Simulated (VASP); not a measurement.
Here is a VASP 6.6.1 calculation.

File INCAR:

```
AGGAC    = 1.0          
AGGAX    = 1.0          
ALDAC    = 0.0          
ALDAX    = 1.0          
ALGO     = Normal         # electronic algorithm
EDIFF    = 1E-6           # SCF threshold, eV
EDIFFG   = -0.01          # ionic threshold
ENCUT    = 600            # plane-wave cutoff, eV
GGA      = B5             # functional
IBRION   = 2              # ionic algorithm
ISIF     = 3              # what is computed and relaxed
ISMEAR   = -1             # smearing method
IVDW     = 13             # dispersion correction
LASPH    = True           # aspherical terms in the spheres
LCHARG   = False          # write CHGCAR
LREAL    = False          # projectors in reciprocal space
LWAVE    = False          # write WAVECAR
NELM     = 80             # most SCF steps
NSW      = 60             # ionic steps
PREC     = Accurate       # precision mode
SIGMA    = 0.05           # smearing width, eV
VDW_A1   = 0.44488865   
VDW_A2   = 4.0933009    
VDW_S6   = 1.0          
VDW_S8   = 2.34076671
```

Contents of KPOINTS:

```
k-points
0
Gamma
  9 9 9
```

Contents of POSCAR:

```
MgS
1.0
    0.0000000000      2.6016500000      2.6016500000
    2.6016500000      0.0000000000      2.6016500000
    2.6016500000      2.6016500000      0.0000000000
S Mg
1 1
Direct
    0.5000000000      0.5000000000      0.5000000000
    0.0000000000      0.0000000000      0.0000000000
```

Potentials or basis: VASP PAW PBE potentials, release 64 (S, Mg).

The run is started by

```console
$ cat potpaw_PBE.64/S/POTCAR potpaw_PBE.64/Mg/POTCAR > POTCAR
$ mpirun -np 1 vasp_std > vasp.out
```

(1) Estimate the dispersion energy per atom.

(2) Predict the space group after relaxing (to 0.05 Å).

Results:

(1) -0.566 eV.

(2) Fm-3m (No. 225).
